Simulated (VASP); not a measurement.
The system is NaF.

```
Na F
1.0
     0.00000    2.32330    2.32330
     2.32330    0.00000    2.32330
     2.32330    2.32330    0.00000
Na F
1 1
Cartesian
  0.0000 0.0000 0.0000
  2.3233 2.3233 2.3233
```

Base run:

* Program: VASP 6.6.1
* Functional: r2SCAN
* Potentials or basis: VASP PAW PBE potentials, release 64 (Na_pv, F)
* Cutoff: 520 eV
* k mesh: 8 × 8 × 8
* Occupations: gaussian, width 0.05 eV
* Spin: no spin polarisation

Its results: band gap on the k mesh 7.12 eV; pressure -2.1 GPa.

Problem. The run is repeated on the same cell with these changes: further incar settings from ALGO = Normal; EDIFF = 1e-07; NBANDS = 14 to ALGO = Normal; EDIFF = 1e-06; NBANDS = 14; dispersion from none to rVV10. What comes out?

Solution. Band gap on the k mesh 7.04 eV; pressure -3.0 GPa.

Caveats: the PAW data sets were made with another functional, which shifts forces and pressure a little.

